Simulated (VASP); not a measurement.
# BaGe3F2 (R-3m) in VASP: further runs

Runs on BaGe3F2. Level: PBE. Tasks: single point, relaxation of cell and atoms.

All numbers are computed with VASP 6.6.1; they aren't measurements. Logs are shortened: lines on timing, memory, paths and dates and some standing lists are left out, and cuts for length are marked.

### 1 The cell of the first run

It takes space group R-3m (No. 166, trigonal). The conventional cell has a = 7.752 Å, b = 7.752 Å, c = 7.901 Å, α = 90.00°, β = 90.00°, γ = 120.00°. Within 3.5 Å of Ba (site symmetry -3m) lie 2 F at 2.58 Å and 6 Ge at 3.46 Å. Within 3.0 Å of Ge (site symmetry 2/m) lie 2 F at 2.24 Å. Within 3.0 Å of F (site symmetry 3m) lie 3 Ge at 2.24 Å and 1 Ba at 2.58 Å and 1 F at 2.75 Å.

### 2 Single point, PBE

Contents of INCAR:

```
ALGO = Normal
EDIFF = 1E-6
ENCUT = 520
GGA = PE
ISIF = 2
ISMEAR = 0
LASPH = True
LCHARG = False
LREAL = False
LWAVE = False
NBANDS = 42
NELM = 100
PREC = Accurate
SIGMA = 0.1
```

Contents of KPOINTS:

```
k-points
0
Gamma
  9 9 9
```

Contents of POSCAR:

```
BaGe3F2
1.0
    3.8760477472      2.2378372102      2.6335510011
   -3.8760477472      2.2378372102      2.6335510011
    0.0000000000     -4.4756744205      2.6335510010
Ba Ge F
1 3 2
Direct
    0.0000000000      0.0000000000      0.0000000000
    0.5000000000      0.5000000000      0.0000000000
    0.5000000000      0.0000000000      0.5000000000
    0.0000000000      0.5000000000      0.5000000000
    0.6738432889      0.6738432889      0.6738432889
    0.3261567111      0.3261567111      0.3261567111
```

Potentials or basis: VASP PAW PBE potentials, release 64 (Ba_sv, Ge_d, F).

On the command line:

```
> cat potpaw_PBE.64/Ba_sv/POTCAR potpaw_PBE.64/Ge_d/POTCAR potpaw_PBE.64/F/POTCAR > POTCAR
> mpirun -np 1 vasp_std > vasp.out
```

OUTCAR:

```text
EDIFF = 1E-6
   ENCUT = 520
   GGA = PE
   ISIF = 2
   ISMEAR = 0
   LASPH = True
   LREAL = False
   NELM = 100
   PREC = Accurate

 ion  position               nearest neighbor table
   1  0.000  0.000  0.000-   5 2.58   6 2.58   3 3.46   4 3.46   4 3.46   3 3.46   2 3.46   2 3.46

   2  0.500  0.500  0.000-   5 2.24   6 2.24   1 3.46   1 3.46
   3  0.500  0.000  0.500-   5 2.24   6 2.24   1 3.46   1 3.46
   4  0.000  0.500  0.500-   5 2.24   6 2.24   1 3.46   1 3.46
   5  0.674  0.674  0.674-   2 2.24   3 2.24   4 2.24   1 2.58
   6  0.326  0.326  0.326-   2 2.24   3 2.24   4 2.24   1 2.58

  LATTYP: Found a trigonal (rhomboedric) cell.
 ALAT       =     5.1930003267
 COS(alpha) =    -0.1142214950

  Lattice vectors:

 A1 = (   3.8760477472,   2.2378372102,   2.6335510011)
 A2 = (  -3.8760477472,   2.2378372102,   2.6335510011)
 A3 = (   0.0000000000,  -4.4756744205,   2.6335510010)

Analysis of symmetry for initial positions (statically):
=====================================================================
 Subroutine PRICEL returns:
 Original cell was already a primitive cell.

 Routine SETGRP: Setting up the symmetry group for a
 trigonal (rhombohedral) supercell.

 Subroutine GETGRP returns: Found 12 space group operations
 (whereof 12 operations were pure point group operations)
 out of a pool of 12 trial point group operations.

The static configuration has the point symmetry D_3d.

Analysis of symmetry for dynamics (positions and initial velocities):
=====================================================================
 Subroutine PRICEL returns:
 Original cell was already a primitive cell.

 Routine SETGRP: Setting up the symmetry group for a
 trigonal (rhombohedral) supercell.

 Subroutine GETGRP returns: Found 12 space group operations
 (whereof 12 operations were pure point group operations)
 out of a pool of 12 trial point group operations.

The dynamic configuration has the point symmetry D_3d.

 Subroutine INISYM returns: Found 12 space group operations
 (whereof 12 operations are pure point group operations),
 and found     1 'primitive' translations

----------------------------------------------------------------------------------------

                                     Primitive cell

  volume of cell :     137.0600

  direct lattice vectors                    reciprocal lattice vectors
     3.876047747  2.237837210  2.633551001     0.128997379  0.074476671  0.126571816
    -3.876047747  2.237837210  2.633551001    -0.128997379  0.074476671  0.126571816
     0.000000000 -4.475674420  2.633551001     0.000000000 -0.148953343  0.126571816

  length of vectors
     5.193000327  5.193000327  5.193000327     0.195467447  0.195467447  0.195467447

  position of ions in fractional coordinates (direct lattice)
     0.000000000  0.000000000  0.000000000
     0.500000000  0.500000000  0.000000000
     0.500000000  1.000000000  0.500000000
     1.000000000  0.500000000  0.500000000
     0.673843289  0.673843289  0.673843289
     0.326156711  0.326156711  0.326156711

  ion indices of the primitive-cell ions
   primitive index   ion index
                 1           1
                 2           2
                 3           3
                 4           4
                 5           5
                 6           6

----------------------------------------------------------------------------------------

 KPOINTS: k-points

Automatic generation of k-mesh.
 Grid dimensions read from file:
 generate k-points for:    9    9    9

 Generating k-lattice:

  Cartesian coordinates                     Fractional coordinates (reciprocal lattice)
     0.014333042  0.008275186  0.014063535     0.111111111 -0.000000000  0.000000000
    -0.014333042  0.008275186  0.014063535    -0.000000000  0.111111111  0.000000000
     0.000000000 -0.016550371  0.014063535     0.000000000  0.000000000  0.111111111

  Length of vectors
     0.021718605  0.021718605  0.021718605

  Shift w.r.t. Gamma in fractional coordinates (k-lattice)
     0.000000000  0.000000000  0.000000000

 Subroutine IBZKPT returns following result:
 ===========================================

 Found     85 irreducible k-points:

 Following reciprocal coordinates:
            Coordinates               Weight
  0.000000  0.000000  0.000000      1.000000
  0.111111 -0.000000 -0.000000      6.000000
  0.222222  0.000000 -0.000000      6.000000
  0.333333 -0.000000 -0.000000      6.000000
  0.444444  0.000000 -0.000000      6.000000
  0.111111  0.111111 -0.000000      6.000000
[... 16 lines left out ...]
 -0.333333  0.333333  0.000000      6.000000
  0.444444  0.444444 -0.000000      6.000000
 [... further k-points ...]
   k-points           NKPTS =     85   k-points in BZ     NKDIM =     85   number of bands    NBANDS=     42
   number of dos      NEDOS =    301   number of ions     NIONS =      6
   total plane-waves  NPLWV =  64000
   dimension x,y,z NGX =    40 NGY =   40 NGZ =   40
   dimension x,y,z NGXF=    80 NGYF=   80 NGZF=   80
   ions per type =               1   3   2
   NGX,Y,Z   is equivalent  to a cutoff of  12.81, 12.81, 12.81 a.u.
   NGXF,Y,Z  is equivalent  to a cutoff of  25.61, 25.61, 25.61 a.u.
 SYSTEM =  unknown system
   PREC   = accura    normal or accurate (medium, high low for compatibility)
   ISTART =      0    job   : 0-new  1-cont  2-samecut
   ICHARG =      2    charge: 1-file 2-atom 10-const
   ISPIN  =      1    spin polarized calculation?
   LNONCOLLINEAR =      F non collinear calculations
   LSORBIT =      F    spin-orbit coupling
   LASPH  =      T    aspherical Exc in radial PAW
   ENCUT  =  520.0 eV  38.22 Ry    6.18 a.u.   9.66  9.66  9.66*2*pi/ulx,y,z
   NELM   =    100;   NELMIN=  2; NELMDL= -5     # of ELM steps
   EDIFF  = 0.1E-05   stopping-criterion for ELM
   LREAL  =      F    real-space projection
   EDIFFG = 0.1E-04   stopping-criterion for IOM
   NSW    =      0    number of steps for IOM
   IBRION =     -1    ionic relax: 0-MD 1-quasi-New 2-CG
   NFREE  =      0    steps in history (QN), initial steepest desc. (CG)
   ISIF   =      2    stress and relaxation
   ISYM   =      2    0-nonsym 1-usesym 2-fastsym
   POTIM  = 0.5000    time-step for ionic-motion
   TEBEG  =    0.0;   TEEND  =   0.0 temperature during run
   PSTRESS=    0.0 pullay stress
   NELECT =      66.0000    total number of electrons
   NUPDOWN=      -1.0000    fix difference up-down
   EMIN   =  10.00;   EMAX   =-10.00  energy-range for DOS
   EFERMI =   0.00;   METHOD = LEGACY
   ISMEAR =     0;   SIGMA  =   0.10  broadening in eV -4-tet -1-fermi 0-gaus
   EFERMI_NEDOS =   21; number of points for ismear=-14 and -15
   IALGO  =     38    algorithm
   IMIX   =      4    mixing-type and parameters
     AMIX     =   0.40;   BMIX     =  1.00
     AMIX_MAG =   1.60;   BMIX_MAG =  1.00
  volume/ion in A,a.u.               =      22.84       154.15
  Fermi-wavevector in a.u.,A,eV,Ry     =   1.283175  2.424849 22.402516  1.646539
  Thomas-Fermi vector in A             =   2.415443
   LORBIT       =      0    0 simple, 1 ext, 2 COOP (PROOUT), +10 PAW based schemes
   GGA     = PE    functional components
   LHFCALC =     F    Hartree Fock is set to
   AEXX    =    0.0000 exact exchange contribution
   IVDW    =     0    specifies the selected vdW correction
   LEPSILON=     F    determine dielectric tensor
   LRPA    =     F    only Hartree local field effects (RPA)
 non-spin polarized calculation
 Gauss-broadening in eV      SIGMA  =   0.10
  energy-cutoff  :      520.00
  volume of cell :      137.06
 maximum number of plane-waves:      3723
   NGX = 19   NGY = 19   NGZ = 19

 number of electron      66.0000025 magnetization

 Free energy of the ion-electron system (eV)
  ---------------------------------------------------
  ext. energy  EPLUGINS =         0.00000000
  ---------------------------------------------------
  free energy    TOTEN  =       -24.53935440 eV

  energy without entropy =      -24.53212607  energy(sigma->0) =      -24.53574023

 E-fermi :   3.5807     XC(G=0):  -9.4508

 val. band max:        3.5805940057   @ k =   0.0000   0.0000   0.0000
 cond. band min:       3.6079167460   @ k =  -0.2222   0.2222   0.2222
 fundamental gap:      0.0273227403
 Fermi energy:         3.5806543082

 k-point     1 :       0.0000    0.0000    0.0000
  band No.  band energies     occupation
      1     -24.3835      2.00000
      2     -22.0416      2.00000
      3     -21.5029      2.00000
      4     -21.5029      2.00000
      5     -21.4950      2.00000
      6     -21.4628      2.00000
[... 34 lines left out ...]
     41       6.7653      0.00000
     42       7.7591      0.00000

 k-point     2 :       0.1111   -0.0000   -0.0000
  band No.  band energies     occupation
      1     -24.3827      2.00000
      2     -22.0378      2.00000
      3     -21.5855      2.00000
      4     -21.5028      2.00000
      5     -21.4625      2.00000
      6     -21.4537      2.00000
[... 34 lines left out ...]
     41       7.1480      0.00000
     42       7.6981      0.00000

 k-point     3 :       0.2222    0.0000   -0.0000
  band No.  band energies     occupation
      1     -24.3806      2.00000
      2     -22.0271      2.00000
      3     -21.6630      2.00000
      4     -21.5027      2.00000
      5     -21.4619      2.00000
      6     -21.4540      2.00000
[... 34 lines left out ...]
     41       7.5208      0.00000
     42       7.8296      0.00000

 k-point     4 :       0.3333   -0.0000   -0.0000
  band No.  band energies     occupation
      1     -24.3783      2.00000
      2     -22.0125      2.00000
      3     -21.7246      2.00000
      4     -21.5024      2.00000
      5     -21.4611      2.00000
      6     -21.4545      2.00000
[... 844 lines left out ...]
     41       8.2547      0.00000
     42       8.4876      0.00000

 k-point    23 :      -0.3333    0.3333    0.0000
  band No.  band energies     occupation
      1     -24.3769      2.00000
      2     -21.8887      2.00000
      3     -21.8783      2.00000
      4     -21.5039      2.00000
      5     -21.4595      2.00000
      6     -21.4541      2.00000
[... 34 lines left out ...]
     41       8.2154      0.00000
     42       8.3158      0.00000

 k-point    24 :       0.4444    0.4444   -0.0000
  band No.  band energies     occupation
      1     -24.3747      2.00000
      2     -21.9516      2.00000
      3     -21.8028      2.00000
      4     -21.5056      2.00000
      5     -21.4573      2.00000
      6     -21.4563      2.00000
[... 34 lines left out ...]
     41       8.5189      0.00000
     42       8.6064      0.00000

 [... further k-points ...]

------------------------ aborting loop because EDIFF is reached ----------------------------------------

  FORCE on cell =-STRESS in cart. coord.  units (eV):
  Direction    XX          YY          ZZ          XY          YZ          ZX
  --------------------------------------------------------------------------------------
  -------------------------------------------------------------------------------------
  Total        0.0269873      0.0269873      0.7325077     -0.0000000     -0.0000000      0.0000000
  in kB        0.3154705      0.3154705      8.5627292     -0.0000000     -0.0000000      0.0000000
  external PRESSURE =       3.0645567 kB  Pullay stress =       0.0000000 kB

 VOLUME and BASIS-vectors are now :
 -----------------------------------------------------------------------------
  energy-cutoff  :      520.00
  volume of cell :      137.06
      direct lattice vectors                 reciprocal lattice vectors
     3.876047747  2.237837210  2.633551001     0.128997379  0.074476671  0.126571816
    -3.876047747  2.237837210  2.633551001    -0.128997379  0.074476671  0.126571816
     0.000000000 -4.475674420  2.633551001     0.000000000 -0.148953343  0.126571816

 POSITION                                       TOTAL-FORCE (eV/Angst)
 -----------------------------------------------------------------------------------
      0.00000      0.00000      0.00000        -0.000000      0.000000      0.000000
      0.00000      2.23784      2.63355         0.000000      0.000000     -0.000000
      1.93802     -1.11892      2.63355        -0.000000     -0.000000      0.000000
     -1.93802     -1.11892      2.63355         0.000000      0.000000     -0.000000
      0.00000     -0.00000      5.32380        -0.000000      0.000000     -0.116198
      0.00000     -0.00000      2.57685        -0.000000     -0.000000      0.116198
 -----------------------------------------------------------------------------------
    total drift:                                0.000000      0.000000     -0.000000

  FREE ENERGIE OF THE ION-ELECTRON SYSTEM (eV)
  ---------------------------------------------------
  free  energy   TOTEN  =       -24.5393543952 eV

  energy  without entropy=      -24.5321260744  energy(sigma->0) =      -24.53574023
```

Wall time 10 min (1 thread of AMD EPYC 7R43 (Zen 3), shared host); peak memory 0.49 GiB.

Results:

```
Free energy            : -24.5394 eV
Pressure               : 0.3 GPa
Largest force          : 0.116 eV/Å
Band gap on the k mesh : zero (bands 33 and 34 overlap by 0.38 eV)
```

Forces in eV/Å, atoms in the order of the input:
```
Ba   0.000  0.000  0.000
Ge   0.000  0.000  0.000
Ge   0.000  0.000  0.000
Ge   0.000  0.000  0.000
F    0.000  0.000 -0.116
F    0.000  0.000  0.116
```

Stress tensor (GPa, compression positive):
```
0.03 0.00 0.00
0.00 0.03 0.00
0.00 0.00 0.86
```

Caveat: spin-orbit coupling is left out, which moves the levels of the heavy elements.

(Part 1 of 2 ends here.)
